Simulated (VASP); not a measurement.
Input of a VASP 6.6.1 run:

Contents of INCAR:

```
PREC = Accurate
ENCUT = 400
EDIFF = 1E-6
ISMEAR = 0
SIGMA = 0.05
LREAL = False
LASPH = True
NELM = 120
ALGO = Normal
ISIF = 2
LWAVE = False
LCHARG = False
GGA = PE
NBANDS = 82
GGA_COMPAT = False
```

KPOINTS

```
Automatic mesh
0
Gamma
  4 4 4
```

File POSCAR:

```
Ag8Br7
1.0
    0.0000000000      5.8419510504     -5.8419510504
    5.8419510504      5.8419510504      0.0000000000
    5.8419510504      0.0000000000     -5.8419510504
Ag Br
8 7
Direct
    0.2747474624      0.7252525376      0.2252525376
    0.2747474624      0.2747474624      0.2252525376
    0.7500000000      0.7500000000      0.2500000000
    0.7252525376      0.2747474624      0.2252525376
    0.2747474624      0.7252525376      0.7747474624
    0.2500000000      0.2500000000      0.7500000000
    0.7252525376      0.7252525376      0.7747474624
    0.7252525376      0.2747474624      0.7747474624
    0.5000000000      0.0000000000      0.0000000000
    1.0000000000      0.5000000000      0.0000000000
    1.0000000000      0.0000000000      0.0000000000
    0.5000000000      0.5000000000      0.5000000000
    0.5000000000      0.0000000000      0.5000000000
    1.0000000000      0.5000000000      0.5000000000
    1.0000000000      0.0000000000      0.5000000000
```

Potentials or basis: VASP PAW PBE potentials, release 64 (Ag, Br).

Command:

```bash
$ cat potpaw_PBE.64/Ag/POTCAR potpaw_PBE.64/Br/POTCAR > POTCAR
$ mpirun -np 1 vasp_std > vasp.out
```

(1) Estimate the pressure.

(2) What does it give for the band gap on the k mesh?

Answers

(1) -2.2 GPa.

(2) zero (an odd number of electrons rules out a gap without spin polarisation).

Caveat: the cell differs from its parent crystal (atoms taken out, then relaxed in part); an odd number of electrons without spin polarisation forces a metal; a magnetic or distorted state may lie lower.
